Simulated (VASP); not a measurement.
# TlBr (Pm-3m) in VASP: notebook

The runs below take TlBr through single point, with PBE, r2SCAN.

Program: VASP 6.6.1. These are calculated values, not measurements. Logs are shortened: lines on timing, memory, paths and dates and some standing lists are left out, and cuts for length are marked.

## Step 1: The cell of the first run

It takes space group Pm-3m (No. 221, cubic). Conventional cell: a = 4.092 Å, b = 4.092 Å, c = 4.092 Å, α = 90.00°, β = 90.00°, γ = 90.00°. Within 4.7 Å of Tl (site symmetry m-3m) lie 8 Br at 3.54 Å and 6 Tl at 4.09 Å. Within 4.7 Å of Br (site symmetry m-3m) lie 8 Tl at 3.54 Å and 6 Br at 4.09 Å.

## Step 2: Single point, PBE (34.27 Å³/atom)

INCAR

```
PREC = Accurate
ENCUT = 500
EDIFF = 1E-6
ISMEAR = 0
SIGMA = 0.01
LREAL = False
LASPH = True
NELM = 120
ALGO = Normal
ISIF = 2
LWAVE = False
LCHARG = False
GGA = PE
NBANDS = 17
GGA_COMPAT = False
```

KPOINTS

```
Automatic mesh
0
Gamma
  6 6 6
```

POSCAR

```
TlBr
1.0
    4.0922641621      0.0000000000      0.0000000000
    0.0000000000      4.0922641621      0.0000000000
    0.0000000000      0.0000000000      4.0922641621
Tl Br
1 1
Direct
    0.0000000000      0.0000000000      0.0000000000
    0.5000000000      0.5000000000      0.5000000000
```

Potentials or basis: VASP PAW PBE potentials, release 64 (Tl_d, Br).

Run with:

```sh
cat potpaw_PBE.64/Tl_d/POTCAR potpaw_PBE.64/Br/POTCAR > POTCAR
mpirun -np 1 vasp_std > vasp.out
```

OUTCAR:

```text
PREC = Accurate
   ENCUT = 500
   EDIFF = 1E-6
   ISMEAR = 0
   LREAL = False
   LASPH = True
   NELM = 120
   ISIF = 2
   GGA = PE

 ion  position               nearest neighbor table
   1  0.000  0.000  0.000-
   2  0.500  0.500  0.500-

  LATTYP: Found a simple cubic cell.
 ALAT       =     4.0922641621

  Lattice vectors:

 A1 = (   4.0922641621,   0.0000000000,   0.0000000000)
 A2 = (   0.0000000000,   4.0922641621,   0.0000000000)
 A3 = (   0.0000000000,   0.0000000000,   4.0922641621)

Analysis of symmetry for initial positions (statically):
=====================================================================
 Subroutine PRICEL returns:
 Original cell was already a primitive cell.

 Routine SETGRP: Setting up the symmetry group for a
 simple cubic supercell.

 Subroutine GETGRP returns: Found 48 space group operations
 (whereof 48 operations were pure point group operations)
 out of a pool of 48 trial point group operations.

The static configuration has the point symmetry O_h .

Analysis of symmetry for dynamics (positions and initial velocities):
=====================================================================
 Subroutine PRICEL returns:
 Original cell was already a primitive cell.

 Routine SETGRP: Setting up the symmetry group for a
 simple cubic supercell.

 Subroutine GETGRP returns: Found 48 space group operations
 (whereof 48 operations were pure point group operations)
 out of a pool of 48 trial point group operations.

The dynamic configuration has the point symmetry O_h .

 Subroutine INISYM returns: Found 48 space group operations
 (whereof 48 operations are pure point group operations),
 and found     1 'primitive' translations

----------------------------------------------------------------------------------------

                                     Primitive cell

  volume of cell :      68.5316

  direct lattice vectors                    reciprocal lattice vectors
     4.092264162  0.000000000  0.000000000     0.244363502  0.000000000  0.000000000
     0.000000000  4.092264162  0.000000000     0.000000000  0.244363502  0.000000000
     0.000000000  0.000000000  4.092264162     0.000000000  0.000000000  0.244363502

  length of vectors
     4.092264162  4.092264162  4.092264162     0.244363502  0.244363502  0.244363502

  position of ions in fractional coordinates (direct lattice)
     0.000000000  0.000000000  0.000000000
     0.500000000  0.500000000  0.500000000

  ion indices of the primitive-cell ions
   primitive index   ion index
                 1           1
                 2           2

----------------------------------------------------------------------------------------

 KPOINTS: Automatic mesh

Automatic generation of k-mesh.
 Grid dimensions read from file:
 generate k-points for:    6    6    6

 Generating k-lattice:

  Cartesian coordinates                     Fractional coordinates (reciprocal lattice)
     0.040727250  0.000000000  0.000000000     0.166666667  0.000000000  0.000000000
     0.000000000  0.040727250  0.000000000     0.000000000  0.166666667  0.000000000
     0.000000000  0.000000000  0.040727250     0.000000000  0.000000000  0.166666667

  Length of vectors
     0.040727250  0.040727250  0.040727250

  Shift w.r.t. Gamma in fractional coordinates (k-lattice)
     0.000000000  0.000000000  0.000000000

 Subroutine IBZKPT returns following result:
 ===========================================

 Found     20 irreducible k-points:

 Following reciprocal coordinates:
            Coordinates               Weight
  0.000000  0.000000  0.000000      1.000000
  0.166667  0.000000  0.000000      6.000000
  0.333333  0.000000  0.000000      6.000000
  0.500000  0.000000  0.000000      3.000000
  0.166667  0.166667  0.000000     12.000000
  0.333333  0.166667  0.000000     24.000000
[... 12 lines left out ...]
  0.500000  0.500000  0.333333      6.000000
  0.500000  0.500000  0.500000      1.000000
   k-points           NKPTS =     20   k-points in BZ     NKDIM =     20   number of bands    NBANDS=     17
   number of dos      NEDOS =    301   number of ions     NIONS =      2
   total plane-waves  NPLWV =  27000
   dimension x,y,z NGX =    30 NGY =   30 NGZ =   30
   dimension x,y,z NGXF=    60 NGYF=   60 NGZF=   60
   ions per type =               1   1
   NGX,Y,Z   is equivalent  to a cutoff of  12.19, 12.19, 12.19 a.u.
   NGXF,Y,Z  is equivalent  to a cutoff of  24.37, 24.37, 24.37 a.u.
 SYSTEM =  unknown system
   PREC   = accura    normal or accurate (medium, high low for compatibility)
   ISTART =      0    job   : 0-new  1-cont  2-samecut
   ICHARG =      2    charge: 1-file 2-atom 10-const
   ISPIN  =      1    spin polarized calculation?
   LNONCOLLINEAR =      F non collinear calculations
   LSORBIT =      F    spin-orbit coupling
   LASPH  =      T    aspherical Exc in radial PAW
   ENCUT  =  500.0 eV  36.75 Ry    6.06 a.u.   7.46  7.46  7.46*2*pi/ulx,y,z
   NELM   =    120;   NELMIN=  2; NELMDL= -5     # of ELM steps
   EDIFF  = 0.1E-05   stopping-criterion for ELM
   LREAL  =      F    real-space projection
[... 7 lines left out ...]
   TEBEG  =    0.0;   TEEND  =   0.0 temperature during run
   PSTRESS=    0.0 pullay stress
   NELECT =      20.0000    total number of electrons
   NUPDOWN=      -1.0000    fix difference up-down
   EMIN   =  10.00;   EMAX   =-10.00  energy-range for DOS
   EFERMI =   0.00;   METHOD = LEGACY
   ISMEAR =     0;   SIGMA  =   0.01  broadening in eV -4-tet -1-fermi 0-gaus
   EFERMI_NEDOS =   21; number of points for ismear=-14 and -15
   IALGO  =     38    algorithm
   IMIX   =      4    mixing-type and parameters
     AMIX     =   0.40;   BMIX     =  1.00
     AMIX_MAG =   1.60;   BMIX_MAG =  1.00
  volume/ion in A,a.u.               =      34.27       231.24
  Fermi-wavevector in a.u.,A,eV,Ry     =   1.085895  2.052044 16.043554  1.179168
  Thomas-Fermi vector in A             =   2.222019
   LORBIT       =      0    0 simple, 1 ext, 2 COOP (PROOUT), +10 PAW based schemes
   GGA     = PE    functional components
   LHFCALC =     F    Hartree Fock is set to
   AEXX    =    0.0000 exact exchange contribution
   IVDW    =     0    specifies the selected vdW correction
   LEPSILON=     F    determine dielectric tensor
   LRPA    =     F    only Hartree local field effects (RPA)
 non-spin polarized calculation
 Gauss-broadening in eV      SIGMA  =   0.01
  energy-cutoff  :      500.00
  volume of cell :       68.53
 maximum number of plane-waves:      1755
 NGX is ok and might be reduce to    30
   NGX = 15   NGY = 15   NGZ = 15

 number of electron      19.9999991 magnetization

 Free energy of the ion-electron system (eV)
  ---------------------------------------------------
  ext. energy  EPLUGINS =         0.00000000
  ---------------------------------------------------
  free energy    TOTEN  =        -5.54201916 eV

  energy without entropy =       -5.54201916  energy(sigma->0) =       -5.54201916

 E-fermi :   1.6578     XC(G=0):  -8.5784

 val. band max:        1.5291422478   @ k =   0.5000   0.0000   0.0000
 cond. band min:       3.5950693016   @ k =   0.5000   0.0000   0.0000
 fundamental gap:      2.0659270538
 Fermi energy:         1.6577967837

 k-point     1 :       0.0000    0.0000    0.0000
  band No.  band energies     occupation
      1     -11.7400      2.00000
      2      -8.4349      2.00000
      3      -8.4349      2.00000
      4      -8.2968      2.00000
      5      -8.2968      2.00000
      6      -8.2968      2.00000
[... 9 lines left out ...]
     16      11.9544      0.00000
     17      14.8464      0.00000

 k-point     2 :       0.1667    0.0000    0.0000
  band No.  band energies     occupation
      1     -11.6971      2.00000
      2      -8.4332      2.00000
      3      -8.4091      2.00000
      4      -8.3078      2.00000
      5      -8.3078      2.00000
      6      -8.2959      2.00000
[... 9 lines left out ...]
     16      13.3117      0.00000
     17      14.5239      0.00000

 k-point     3 :       0.3333    0.0000    0.0000
  band No.  band energies     occupation
      1     -11.6081      2.00000
      2      -8.4296      2.00000
      3      -8.3584      2.00000
      4      -8.3296      2.00000
      5      -8.3296      2.00000
      6      -8.2939      2.00000
[... 9 lines left out ...]
     16      12.7045      0.00000
     17      14.8447      0.00000

 k-point     4 :       0.5000    0.0000    0.0000
  band No.  band energies     occupation
      1     -11.5618      2.00000
      2      -8.4278      2.00000
      3      -8.3404      2.00000
      4      -8.3404      2.00000
      5      -8.3337      2.00000
      6      -8.2929      2.00000
[... 9 lines left out ...]
     16      14.1657      0.00000
     17      15.0246      0.00000

 k-point     5 :       0.1667    0.1667    0.0000
  band No.  band energies     occupation
      1     -11.6589      2.00000
      2      -8.4197      2.00000
      3      -8.3942      2.00000
      4      -8.3146      2.00000
      5      -8.3079      2.00000
      6      -8.3049      2.00000
[... 9 lines left out ...]
     16      12.5689      0.00000
     17      13.5379      0.00000

 k-point     6 :       0.3333    0.1667    0.0000
  band No.  band energies     occupation
      1     -11.5802      2.00000
      2      -8.4121      2.00000
      3      -8.3460      2.00000
      4      -8.3274      2.00000
      5      -8.3269      2.00000
      6      -8.3034      2.00000
[... 9 lines left out ...]
     16      13.0189      0.00000
     17      13.2995      0.00000
[... 201 lines left out ...]
 k-point    17 :       0.3333    0.3333    0.3333
  band No.  band energies     occupation
      1     -11.4313      2.00000
      2      -8.3651      2.00000
      3      -8.3651      2.00000
      4      -8.3240      2.00000
      5      -8.3037      2.00000
      6      -8.3037      2.00000
[... 9 lines left out ...]
     16      12.4579      0.00000
     17      15.9850      0.00000

 k-point    18 :       0.5000    0.3333    0.3333
  band No.  band energies     occupation
      1     -11.3995      2.00000
      2      -8.3792      2.00000
      3      -8.3631      2.00000
      4      -8.3415      2.00000
      5      -8.3028      2.00000
      6      -8.2748      2.00000
[... 9 lines left out ...]
     16      13.0520      0.00000
     17      16.9734      0.00000

 k-point    19 :       0.5000    0.5000    0.3333
  band No.  band energies     occupation
      1     -11.3665      2.00000
      2      -8.3770      2.00000
      3      -8.3770      2.00000
      4      -8.3693      2.00000
      5      -8.2883      2.00000
      6      -8.2589      2.00000
[... 9 lines left out ...]
     16      13.4715      0.00000
     17      17.1011      0.00000

 k-point    20 :       0.5000    0.5000    0.5000
  band No.  band energies     occupation
      1     -11.3296      2.00000
      2      -8.3926      2.00000
      3      -8.3926      2.00000
      4      -8.3926      2.00000
      5      -8.2584      2.00000
      6      -8.2584      2.00000
[... 9 lines left out ...]
     16      13.8811      0.00000
     17      17.1475      0.00000

------------------------ aborting loop because EDIFF is reached ----------------------------------------

  FORCE on cell =-STRESS in cart. coord.  units (eV):
  Direction    XX          YY          ZZ          XY          YZ          ZX
  --------------------------------------------------------------------------------------
  -------------------------------------------------------------------------------------
  Total       -0.2385940     -0.2385940     -0.2385940     -0.0000000      0.0000000     -0.0000000
  in kB       -5.5780082     -5.5780082     -5.5780082     -0.0000000      0.0000000     -0.0000000
  external PRESSURE =      -5.5780082 kB  Pullay stress =       0.0000000 kB

 VOLUME and BASIS-vectors are now :
 -----------------------------------------------------------------------------
  energy-cutoff  :      500.00
  volume of cell :       68.53
      direct lattice vectors                 reciprocal lattice vectors
     4.092264162  0.000000000  0.000000000     0.244363502  0.000000000  0.000000000
     0.000000000  4.092264162  0.000000000     0.000000000  0.244363502  0.000000000
     0.000000000  0.000000000  4.092264162     0.000000000  0.000000000  0.244363502

 POSITION                                       TOTAL-FORCE (eV/Angst)
 -----------------------------------------------------------------------------------
      0.00000      0.00000      0.00000         0.000000      0.000000      0.000000
      2.04613      2.04613      2.04613         0.000000      0.000000      0.000000
 -----------------------------------------------------------------------------------
    total drift:                               -0.000000     -0.000000     -0.000000

  FREE ENERGIE OF THE ION-ELECTRON SYSTEM (eV)
  ---------------------------------------------------
  free  energy   TOTEN  =        -5.5420191552 eV

  energy  without entropy=       -5.5420191552  energy(sigma->0) =       -5.54201916
```

Run time: 21 s. Hardware: 1 thread of AMD EPYC 7R43 (Zen 3), shared host; peak memory 0.14 GiB.

Results:

| Property | Result |
| --- | --- |
| Free energy | -5.5420 eV |
| Pressure | -0.6 GPa |
| Band gap on the k mesh | 2.07 eV |

Levels at points of the mesh, in eV from the valence-band top:
```tsv
k point	band 8	band 9	band 10	band 11	band 12	band 13
(0.00, 0.00, 0.00)	-0.96	-0.96	-0.96	6.95	6.95	6.95
(0.50, 0.00, 0.00)	-0.54	-0.54	0.00	2.07	5.77	5.77
(0.50, 0.50, 0.00)	-2.38	-2.38	-0.45	4.79	4.79	7.13
(0.50, 0.50, 0.50)	-1.52	-1.52	-1.52	2.46	2.46	2.46
```

Caveat: spin-orbit coupling is left out, which moves the levels of the heavy elements.

(Continued in part 2 of 3.)
